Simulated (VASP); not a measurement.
Ta2N, 9 atoms in the cell. The typed cell holds 9 atoms: a = 5.315 Å, b = 5.266 Å, c = 4.839 Å, α = 90.92°, β = 89.63°, γ = 121.27°. 

```yaml
Program: VASP 6.6.1
Task: single point
Functional: PBE
Potentials_or_basis: VASP PAW PBE potentials, release 64 (Ta_pv, N)
Cutoff: 520 eV
k_mesh: 1 × 1 × 1
Occupations: gaussian, width 0.1 eV
Spin: no spin polarisation
Dipole_correction: no
Further_INCAR_settings: ALGO = Normal; EDIFF = 1e-06; NBANDS = 50
```

Potentials or basis: VASP PAW PBE potentials, release 64 (Ta_pv, N).

The run is started by

```console
$ cat potpaw_PBE.64/Ta_pv/POTCAR potpaw_PBE.64/N/POTCAR > POTCAR
$ mpirun -np 1 vasp_gam > vasp.out
```

Hardware: 1 thread of Intel(R) Xeon(R) Platinum 8488C (Sapphire Rapids) (shared host).

Problem. Estimate the wall time of this run.

Solution. It took 22 s on 1 thread of Intel(R) Xeon(R) Platinum 8488C (Sapphire Rapids), on a shared host, peak memory 0.22 GiB. Counts: scf iterations 17, k points 1.
